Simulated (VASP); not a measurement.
Set up this calculation in VASP 6.6.1, as the native input.

```
Task                   : single point
Functional             : PBE
Potentials or basis    : VASP PAW PBE potentials, release 64 (Nb_sv, C)
Cutoff                 : 520 eV
k mesh                 : 4 × 4 × 4
Occupations            : gaussian, width 0.1 eV
Spin                   : collinear spin
Starting moments       : [1.0, 1.0, 1.0, 1.0, 1.0, 1.0, 0.0, 0.0, 0.0, 0.0] μB
Dipole correction      : no
Further INCAR settings : ALGO = Normal; EDIFF = 1e-06; NBANDS = 62
```

The structure of Nb3C2 lies in POSCAR:

```
Nb3C2
1.0
    2.2181985476     -6.6132642633      0.0000000000
    2.2181985476      6.6132642633      0.0000000000
    0.0000000000      0.0000000000      4.4761161241
Nb C
6 4
Direct
    0.8380132416      0.1619867584      0.5000000000
    0.5000000000      0.5000000000      0.5000000000
    0.3315129752      0.6684870248      0.0000000000
    0.1619867584      0.8380132416      0.5000000000
    0.0000000000      0.0000000000      0.0000000000
    0.6684870248      0.3315129752      0.0000000000
    0.8331214165      0.1668785835      0.0000000000
    0.5000000000      0.5000000000      0.0000000000
    0.0000000000      0.0000000000      0.5000000000
    0.1668785835      0.8331214165      0.0000000000
```

The input as run:

INCAR

```
PREC = Accurate
ENCUT = 520
EDIFF = 1E-6
ISMEAR = 0
SIGMA = 0.1
LREAL = False
LASPH = True
NELM = 150
ALGO = Normal
ISIF = 2
LWAVE = False
LCHARG = True
ISPIN = 2
MAGMOM = 1 1 1 1 1 1 0 0 0 0
LORBIT = 11
LMAXMIX = 4
GGA = PE
LELF = True
LVHAR = True
NBANDS = 62
```

KPOINTS

```
regular mesh
0
Gamma
  4 4 4
```

Potentials or basis: VASP PAW PBE potentials, release 64 (Nb_sv, C).

The run is started by

```sh
$ cat potpaw_PBE.64/Nb_sv/POTCAR potpaw_PBE.64/C/POTCAR > POTCAR
$ mpirun -np 1 vasp_std > vasp.out
```

It gave:

The pressure is -0.5 GPa. The largest force is 0.038 eV/Å and the band gap on the k mesh is zero (filled and empty bands overlap). The net moment is 0.00 μB per cell and the valence electrons inside the program's atomic spheres are Nb 10.61, 10.63, 10.62, 10.64 (each value once); C 2.42, 2.45 (each value once).

Caveat: the k points lie up to 0.37 Å⁻¹ apart, too coarse for converged energies and pressures of a metal.

It took 19 min on 1 thread of Intel Xeon 8259CL, with other jobs on the host, peak memory 0.49 GiB.
